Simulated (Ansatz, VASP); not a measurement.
Two plane-wave programs on Ge

```
Ge
1.0
     3.96517    0.00000    0.00000
    -1.98258    3.43394    0.00000
     0.00000    0.00000    6.52426
Ge
4
Cartesian
  1.9826 1.1446 0.4099
  0.0000 2.2893 3.6720
  1.9826 1.1446 2.8522
  0.0000 2.2893 6.1144
```

Alike in both runs: functional PBEsol; dispersion D3(BJ); k mesh 6 × 6 × 3; occupations fermi-dirac, width 0.1 eV; no spin polarisation.

Ansatz relaxed the structure, and its values are those at the end. VASP's run is a single point on that final structure, the one shown.

|  | VASP | Ansatz |
| --- | --- | --- |
| version | VASP 6.6.1 | Ansatz 0.2.0 |
| potentials or method | VASP PAW PBE potentials, release 64 (Ge_d), cutoff 520 eV | plane waves, PAW |
| valence electrons in the cell | 56 | 56 |

Ansatz gave:

| Property | Result |
| --- | --- |
| pressure (GPa) | 0.0 |

Estimate VASP's values.

pressure (GPa): -0.1.

VASP's potentials were made for PBE, not for PBEsol.
